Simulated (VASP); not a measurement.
# Nb (Im-3m) in VASP: further runs

Runs on Nb. Level: r2SCAN. Tasks: single point.

Everything below comes from runs of VASP 6.6.1. Logs are shortened: lines on timing, memory, paths and dates and some standing lists are left out, and cuts for length are marked.

**1. The cell of the first run**

It takes space group Im-3m (No. 229, cubic). Conventional cell: a = 3.283 Å, b = 3.283 Å, c = 3.283 Å, α = 90.00°, β = 90.00°, γ = 90.00°. Nb (site symmetry m-3m) has 14 Nb at 2.84 to 3.28 Å within 3.7 Å.

**2. Single point, r2SCAN**

The input, POSCAR:

```
Nb
1.0
   -1.6414614324      1.6414614324      1.6414614324
    1.6414614324     -1.6414614324      1.6414614324
    1.6414614324      1.6414614324     -1.6414614324
Nb
1
Direct
    0.0000000000      0.0000000000      0.0000000000
```

The input, INCAR.step1:

```
ALGO     = Normal         # electronic algorithm
EDIFF    = 1E-5           # SCF threshold, eV
ENCUT    = 550            # plane-wave cutoff, eV
GGA      = PE             # functional
GGA_COMPAT= F            
ISMEAR   = -1             # smearing method
LASPH    = T              # aspherical terms in the spheres
LCHARG   = F              # write CHGCAR
LREAL    = F              # projectors in reciprocal space
LWAVE    = T              # write WAVECAR
NBANDS   = 12             # bands
NELM     = 120            # most SCF steps
PREC     = Accurate       # precision mode
SIGMA    = 0.05           # smearing width, eV
```

The input, INCAR.step2:

```
ALGO     = Normal         # electronic algorithm
EDIFF    = 1E-6           # SCF threshold, eV
ENCUT    = 550            # plane-wave cutoff, eV
GGA_COMPAT= F            
ISIF     = 2              # what is computed and relaxed
ISMEAR   = -1             # smearing method
ISTART   = 1            
LASPH    = T              # aspherical terms in the spheres
LCHARG   = F              # write CHGCAR
LMIXTAU  = T            
LREAL    = F              # projectors in reciprocal space
LWAVE    = F              # write WAVECAR
METAGGA  = R2SCAN         # meta-GGA
NBANDS   = 12             # bands
NELM     = 120            # most SCF steps
PREC     = Accurate       # precision mode
SIGMA    = 0.05           # smearing width, eV
```

The input, KPOINTS:

```
k-points
0
Gamma
  11 11 11
```

Potentials or basis: VASP PAW PBE potentials, release 64 (Nb_sv).

Started as:

```
$ cat potpaw_PBE.64/Nb_sv/POTCAR > POTCAR
$ cp INCAR.step1 INCAR
$ mpirun -np 1 vasp_std > vasp.out
$ cp INCAR.step2 INCAR
$ mpirun -np 1 vasp_std > vasp.out
```

OUTCAR:

```text
EDIFF = 1E-6
   ENCUT = 550
   ISIF = 2
   ISMEAR = -1
   ISTART = 1
   LASPH = T
   LREAL = F
   METAGGA = R2SCAN
   NELM = 120
   PREC = Accurate

 ion  position               nearest neighbor table
   1  0.000  0.000  0.000-

  LATTYP: Found a body centered cubic cell.
 ALAT       =     3.2829228648

  Lattice vectors:

 A1 = (  -1.6414614324,   1.6414614324,   1.6414614324)
 A2 = (   1.6414614324,  -1.6414614324,   1.6414614324)
 A3 = (   1.6414614324,   1.6414614324,  -1.6414614324)

Analysis of symmetry for initial positions (statically):
=====================================================================
 Subroutine PRICEL returns:
 Original cell was already a primitive cell.

 Routine SETGRP: Setting up the symmetry group for a
 body centered cubic supercell.

 Subroutine GETGRP returns: Found 48 space group operations
 (whereof 48 operations were pure point group operations)
 out of a pool of 48 trial point group operations.

The static configuration has the point symmetry O_h .

Analysis of symmetry for dynamics (positions and initial velocities):
=====================================================================
 Subroutine PRICEL returns:
 Original cell was already a primitive cell.

 Routine SETGRP: Setting up the symmetry group for a
 body centered cubic supercell.

 Subroutine GETGRP returns: Found 48 space group operations
 (whereof 48 operations were pure point group operations)
 out of a pool of 48 trial point group operations.

The dynamic configuration has the point symmetry O_h .

 Subroutine INISYM returns: Found 48 space group operations
 (whereof 48 operations are pure point group operations),
 and found     1 'primitive' translations

----------------------------------------------------------------------------------------

                                     Primitive cell

  volume of cell :      17.6910

  direct lattice vectors                    reciprocal lattice vectors
    -1.641461432  1.641461432  1.641461432     0.000000000  0.304606609  0.304606609
     1.641461432 -1.641461432  1.641461432     0.304606609  0.000000000  0.304606609
     1.641461432  1.641461432 -1.641461432     0.304606609  0.304606609  0.000000000

  length of vectors
     2.843094600  2.843094600  2.843094600     0.430778797  0.430778797  0.430778797

  position of ions in fractional coordinates (direct lattice)
     0.000000000  0.000000000  0.000000000

  ion indices of the primitive-cell ions
[... 80 lines left out ...]
   ISIF   =      2    stress and relaxation
   ISYM   =      2    0-nonsym 1-usesym 2-fastsym
   POTIM  = 0.5000    time-step for ionic-motion
   TEBEG  =    0.0;   TEEND  =   0.0 temperature during run
   PSTRESS=    0.0 pullay stress
   NELECT =      13.0000    total number of electrons
   NUPDOWN=      -1.0000    fix difference up-down
   EMIN   =  10.00;   EMAX   =-10.00  energy-range for DOS
   EFERMI =   0.00;   METHOD = LEGACY
   ISMEAR =    -1;   SIGMA  =   0.05  broadening in eV -4-tet -1-fermi 0-gaus
   EFERMI_NEDOS =   21; number of points for ismear=-14 and -15
   IALGO  =     38    algorithm
   IMIX   =      4    mixing-type and parameters
     AMIX     =   0.40;   BMIX     =  1.00
     AMIX_MAG =   1.60;   BMIX_MAG =  1.00
  volume/ion in A,a.u.               =      17.69       119.38
  Fermi-wavevector in a.u.,A,eV,Ry     =   1.477311  2.791713 29.694005  2.182448
  Thomas-Fermi vector in A             =   2.591731
   LORBIT       =      0    0 simple, 1 ext, 2 COOP (PROOUT), +10 PAW based schemes
   METAGGA = R2SCAN    functional components
   LHFCALC =     F    Hartree Fock is set to
   AEXX    =    0.0000 exact exchange contribution
   IVDW    =     0    specifies the selected vdW correction
   LEPSILON=     F    determine dielectric tensor
   LRPA    =     F    only Hartree local field effects (RPA)
 non-spin polarized calculation
  energy-cutoff  :      550.00
  volume of cell :       17.69
 maximum number of plane-waves:       535
 NGX is ok and might be reduce to    24
   NGX = 11   NGY = 11   NGZ = 11

 number of electron      13.0000001 magnetization

 Free energy of the ion-electron system (eV)
  ---------------------------------------------------
  ext. energy  EPLUGINS =         0.00000000
  ---------------------------------------------------
  free energy    TOTEN  =       -24.83741958 eV

  energy without entropy =      -24.82392197  energy(sigma->0) =      -24.83067078

 E-fermi :  11.3486     XC(G=0): -13.7333

 val. band max:       11.3483246164   @ k =  -0.1818   0.1818   0.0909
 cond. band min:      11.4148705300   @ k =   0.0909   0.0909   0.0000
 fundamental gap:      0.0665459136
 Fermi energy:        11.3485682475

 k-point     1 :       0.0000    0.0000    0.0000
  band No.  band energies     occupation
      1     -44.7536      2.00000
      2     -19.2495      2.00000
      3     -19.2495      2.00000
      4     -19.2495      2.00000
      5       5.0693      2.00000
      6      11.8209      0.00016
      7      11.8209      0.00016
      8      11.8209      0.00016
      9      15.0078      0.00000
     10      15.0078      0.00000
     11      26.3153      0.00000
     12      26.3153      0.00000
[... 331 lines left out ...]
 k-point    24 :       0.3636    0.1818    0.0909
  band No.  band energies     occupation
      1     -44.4488      2.00000
      2     -20.5139      2.00000
      3     -19.9423      2.00000
      4     -19.5056      2.00000
      5       8.8162      2.00000
      6       9.6915      2.00000
      7      11.6869      0.00230
      8      15.4184      0.00000
      9      15.8651      0.00000
     10      21.0005      0.00000
     11      22.7819      0.00000
     12      24.8211      0.00000

 [... further k-points ...]

------------------------ aborting loop because EDIFF is reached ----------------------------------------

  FORCE on cell =-STRESS in cart. coord.  units (eV):
  Direction    XX          YY          ZZ          XY          YZ          ZX
  --------------------------------------------------------------------------------------
  -------------------------------------------------------------------------------------
  Total        0.4495526      0.4495526      0.4495526     -0.0000000     -0.0000000     -0.0000000
  in kB       40.7135616     40.7135616     40.7135616     -0.0000000     -0.0000000     -0.0000000
  external PRESSURE =      40.7135616 kB  Pullay stress =       0.0000000 kB

 VOLUME and BASIS-vectors are now :
 -----------------------------------------------------------------------------
  energy-cutoff  :      550.00
  volume of cell :       17.69
      direct lattice vectors                 reciprocal lattice vectors
    -1.641461432  1.641461432  1.641461432     0.000000000  0.304606609  0.304606609
     1.641461432 -1.641461432  1.641461432     0.304606609  0.000000000  0.304606609
     1.641461432  1.641461432 -1.641461432     0.304606609  0.304606609  0.000000000

 POSITION                                       TOTAL-FORCE (eV/Angst)
 -----------------------------------------------------------------------------------
      0.00000      0.00000      0.00000        -0.000000      0.000000     -0.000000
 -----------------------------------------------------------------------------------
    total drift:                                0.000000      0.000000      0.000000

  FREE ENERGIE OF THE ION-ELECTRON SYSTEM (eV)
  ---------------------------------------------------
  free  energy   TOTEN  =       -24.8374195846 eV

  energy  without entropy=      -24.8239219662  energy(sigma->0) =      -24.83067078
```

Wall time 31 s (1 thread of Intel Xeon 6975P-C (Granite Rapids), shared host); peak memory 0.14 GiB.

What came out:

```yaml
Free_energy: -24.8374 eV
Pressure: 4.1 GPa
Band_gap_on_the_k_mesh: zero (an odd number of electrons rules out a gap without spin polarisation)
```

Levels at points of the mesh, in eV from the Fermi level:
```tsv
k point	band 3	band 4	band 5	band 6	band 7	band 8	band 9	band 10
(0.00, 0.00, 0.00)	-30.60	-30.60	-6.28	0.47	0.47	0.47	3.66	3.66
```

Caveat: the cell stands under pressure; the PAW data sets were made with another functional, which shifts forces and pressure a little.

**3. Single point, r2SCAN**

This run uses another cell than the first one, of 18.06 Å³/atom.

The input, POSCAR:

```
Nb
1.0
   -1.6527822138      1.6527822138      1.6527822138
    1.6527822138     -1.6527822138      1.6527822138
    1.6527822138      1.6527822138     -1.6527822138
Nb
1
Direct
    0.0000000000      0.0000000000      0.0000000000
```

The input, INCAR.step1:

```
SYSTEM = Nb
ALGO = Normal
EDIFF = 1E-5
ENCUT = 550
GGA = PE
GGA_COMPAT = .False.
ISMEAR = -1
LASPH = .True.
LCHARG = .False.
LREAL = .False.
LWAVE = .True.
NBANDS = 12
NELM = 120
PREC = Accurate
SIGMA = 0.05
```

The input, INCAR.step2:

```
SYSTEM = Nb
ALGO = Normal
EDIFF = 1E-6
ENCUT = 550
GGA_COMPAT = .False.
ISIF = 2
ISMEAR = -1
ISTART = 1
LASPH = .True.
LCHARG = .True.
LELF = .True.
LMIXTAU = .True.
LREAL = .False.
LVHAR = .True.
LWAVE = .False.
METAGGA = R2SCAN
NBANDS = 12
NELM = 120
PREC = Accurate
SIGMA = 0.05
```

The input, KPOINTS:

```
k-points
0
Gamma
  11 11 11
  0 0 0
```

Potentials or basis: VASP PAW PBE potentials, release 64 (Nb_sv).

Started as:

```
$ cat potpaw_PBE.64/Nb_sv/POTCAR > POTCAR
$ cp INCAR.step1 INCAR
$ mpirun -np 1 vasp_std > vasp.out
$ cp INCAR.step2 INCAR
$ mpirun -np 1 vasp_std > vasp.out
```

Run time: 30 s. Hardware: 1 thread of Intel Xeon 6975P-C (Granite Rapids), shared host; peak memory 0.15 GiB.

It converged, with:

```yaml
Free_energy: -24.8423 eV
Pressure: 0.2 GPa
Band_gap_on_the_k_mesh: zero (an odd number of electrons rules out a gap without spin polarisation)
```

Levels at points of the mesh, in eV from the Fermi level:
| k point | band 2 | band 3 | band 4 | band 5 | band 6 | band 7 | band 8 | band 9 | band 10 | band 11 |
| --- | --- | --- | --- | --- | --- | --- | --- | --- | --- | --- |
| (0.00, 0.00, 0.00) | -30.68 | -30.68 | -30.68 | -6.25 | 0.47 | 0.47 | 0.47 | 3.59 | 3.59 | 14.90 |

Caveat: the PAW data sets were made with another functional, which shifts forces and pressure a little.

**4. Single point, r2SCAN**

This run uses another cell than the first one, of 18.80 Å³/atom.

The input, POSCAR:

```
Nb
1.0
   -1.6749698576      1.6749698576      1.6749698576
    1.6749698576     -1.6749698576      1.6749698576
    1.6749698576      1.6749698576     -1.6749698576
Nb
1
Direct
    0.0000000000      0.0000000000      0.0000000000
```

The input, INCAR.step1:

```
PREC     = Accurate       # precision mode
ENCUT    = 550            # plane-wave cutoff, eV
ISMEAR   = -1             # smearing method
SIGMA    = 0.05           # smearing width, eV
LREAL    = F              # projectors in reciprocal space
LASPH    = T              # aspherical terms in the spheres
NELM     = 120            # most SCF steps
NBANDS   = 12             # bands
GGA      = PE             # functional
ALGO     = Normal         # electronic algorithm
EDIFF    = 1E-5           # SCF threshold, eV
LWAVE    = T              # write WAVECAR
LCHARG   = F              # write CHGCAR
GGA_COMPAT= F
```

The input, INCAR.step2:

```
PREC     = Accurate       # precision mode
ENCUT    = 550            # plane-wave cutoff, eV
EDIFF    = 1E-6           # SCF threshold, eV
ISMEAR   = -1             # smearing method
SIGMA    = 0.05           # smearing width, eV
LREAL    = F              # projectors in reciprocal space
LASPH    = T              # aspherical terms in the spheres
NELM     = 120            # most SCF steps
ALGO     = Normal         # electronic algorithm
ISIF     = 2              # what is computed and relaxed
LWAVE    = F              # write WAVECAR
LCHARG   = F              # write CHGCAR
METAGGA  = R2SCAN         # meta-GGA
LMIXTAU  = T            
NBANDS   = 12             # bands
ISTART   = 1            
GGA_COMPAT= F
```

The input, KPOINTS:

```
regular mesh
0
Gamma
  11 11 11
```

Started as:

```
$ cat potpaw_PBE.64/Nb_sv/POTCAR > POTCAR
$ cp INCAR.step1 INCAR
$ mpirun -np 1 vasp_std > vasp.out
$ cp INCAR.step2 INCAR
$ mpirun -np 1 vasp_std > vasp.out
```

Wall time 46 s (1 thread of Intel Xeon 6975P-C (Granite Rapids), shared host); peak memory 0.14 GiB.

The run converged. Its results:

```yaml
Free_energy: -24.8272 eV
Pressure: -6.6 GPa
Band_gap_on_the_k_mesh: zero (an odd number of electrons rules out a gap without spin polarisation)
```

Levels at points of the mesh, in eV from the Fermi level:
```
           k point  band 3  band 4  band 5  band 6  band 7  band 8  band 9  band 10
(0.00, 0.00, 0.00)  -30.83  -30.83   -6.19    0.47    0.47    0.47    3.45     3.45
```

Caveat: the cell stands under tension; the PAW data sets were made with another functional, which shifts forces and pressure a little.

**5. Single point, r2SCAN**

This run uses another cell than the first one, of 19.17 Å³/atom.

The input, POSCAR:

```
Nb
1.0
   -1.6858465900      1.6858465900      1.6858465900
    1.6858465900     -1.6858465900      1.6858465900
    1.6858465900      1.6858465900     -1.6858465900
Nb
1
Direct
    0.0000000000      0.0000000000      0.0000000000
```

The input, INCAR.step1:

```
PREC     = Accurate       # precision mode
ENCUT    = 550            # plane-wave cutoff, eV
ISMEAR   = -1             # smearing method
SIGMA    = 0.05           # smearing width, eV
LREAL    = False          # projectors in reciprocal space
LASPH    = True           # aspherical terms in the spheres
NELM     = 120            # most SCF steps
NBANDS   = 12             # bands
GGA      = PE             # functional
ALGO     = Normal         # electronic algorithm
EDIFF    = 1E-5           # SCF threshold, eV
LWAVE    = True           # write WAVECAR
LCHARG   = False          # write CHGCAR
GGA_COMPAT= False
```

The input, INCAR.step2:

```
PREC     = Accurate       # precision mode
ENCUT    = 550            # plane-wave cutoff, eV
EDIFF    = 1E-6           # SCF threshold, eV
ISMEAR   = -1             # smearing method
SIGMA    = 0.05           # smearing width, eV
LREAL    = False          # projectors in reciprocal space
LASPH    = True           # aspherical terms in the spheres
NELM     = 120            # most SCF steps
ALGO     = Normal         # electronic algorithm
ISIF     = 2              # what is computed and relaxed
LWAVE    = False          # write WAVECAR
LCHARG   = True           # write CHGCAR
METAGGA  = R2SCAN         # meta-GGA
LMIXTAU  = True         
LELF     = True           # ELF
LVHAR    = True         
NBANDS   = 12             # bands
ISTART   = 1            
GGA_COMPAT= False
```

KPOINTS is that of step 4.

Started as:

```
$ cat potpaw_PBE.64/Nb_sv/POTCAR > POTCAR
$ cp INCAR.step1 INCAR
$ mpirun -np 1 vasp_std > vasp.out
$ cp INCAR.step2 INCAR
$ mpirun -np 1 vasp_std > vasp.out
```

Wall time 43 s (1 thread of Intel Xeon 6975P-C (Granite Rapids), shared host); peak memory 0.14 GiB.

It converged, with:

```
Free energy            : -24.8087 eV
Pressure               : -9.5 GPa
Band gap on the k mesh : zero (an odd number of electrons rules out a gap without spin polarisation)
```

Levels at points of the mesh, in eV from the Fermi level:
```
           k point  band 2  band 3  band 4  band 5  band 6  band 7  band 8  band 9  band 10  band 11
(0.00, 0.00, 0.00)  -30.91  -30.91  -30.91   -6.16    0.47    0.47    0.47    3.39     3.39    14.71
```

Caveat: the cell stands under tension; the PAW data sets were made with another functional, which shifts forces and pressure a little.

**6. Single point, r2SCAN**

This run uses another cell than the first one, of 19.53 Å³/atom.

The input, POSCAR:

```
Nb
1.0
   -1.6965847559      1.6965847559      1.6965847559
    1.6965847559     -1.6965847559      1.6965847559
    1.6965847559      1.6965847559     -1.6965847559
Nb
1
Direct
    0.0000000000      0.0000000000      0.0000000000
```

The input, INCAR.step1:

```
ALGO = Normal
EDIFF = 1E-5
ENCUT = 550
GGA = PE
GGA_COMPAT = F
ISMEAR = -1
LASPH = T
LCHARG = F
LREAL = F
LWAVE = T
NBANDS = 12
NELM = 120
PREC = Accurate
SIGMA = 0.05
```

The input, INCAR.step2:

```
ALGO = Normal
EDIFF = 1E-6
ENCUT = 550
GGA_COMPAT = F
ISIF = 2
ISMEAR = -1
ISTART = 1
LASPH = T
LCHARG = F
LMIXTAU = T
LREAL = F
LWAVE = F
METAGGA = R2SCAN
NBANDS = 12
NELM = 120
PREC = Accurate
SIGMA = 0.05
```

The input, KPOINTS:

```
k-points
0
Gamma
  11 11 11
```

Potentials or basis: VASP PAW PBE potentials, release 64 (Nb_sv).

Started as:

```
$ cat potpaw_PBE.64/Nb_sv/POTCAR > POTCAR
$ cp INCAR.step1 INCAR
$ mpirun -np 1 vasp_std > vasp.out
$ cp INCAR.step2 INCAR
$ mpirun -np 1 vasp_std > vasp.out
```

It took 39 s on 1 thread of Intel Xeon 6975P-C (Granite Rapids), shared host; peak memory 0.14 GiB.

It converged, with:

```yaml
Free_energy: -24.7838 eV
Pressure: -12.1 GPa
Band_gap_on_the_k_mesh: zero (an odd number of electrons rules out a gap without spin polarisation)
```

Levels at points of the mesh, in eV from the Fermi level:
```tsv
k point	band 3	band 4	band 5	band 6	band 7	band 8	band 9	band 10
(0.00, 0.00, 0.00)	-30.98	-30.98	-6.12	0.46	0.46	0.46	3.33	3.33
```

Caveat: the cell stands under tension; the PAW data sets were made with another functional, which shifts forces and pressure a little.

**7. Overview**

| cell | gap on the mesh (eV) | pressure (GPa) |
| --- | --- | --- |
| a = 2.843 Å, angles 109.5°, 1 atom | none | 4.1 |
| a = 2.863 Å, angles 109.5°, 1 atom | none | 0.2 |
| a = 2.901 Å, angles 109.5°, 1 atom | none | -6.6 |
| a = 2.920 Å, angles 109.5°, 1 atom | none | -9.5 |
| a = 2.939 Å, angles 109.5°, 1 atom | none | -12.1 |

Alike in all rows: task single point; level r2SCAN; potentials or basis VASP PAW PBE potentials, release 64 (Nb_sv); no spin polarisation; k mesh 11 × 11 × 11; cutoff (eV) 550; smearing fermi-dirac 0.05 eV.

Caveats: the PAW data sets were made with another functional, which shifts forces and pressure a little; the cell stands under tension (at least some runs); the cell stands under pressure (at least some runs).

Absolute energies hang on the potentials; compare differences alone.

The gap in the log of VASP goes by the Fermi energy; the results here count the filled bands.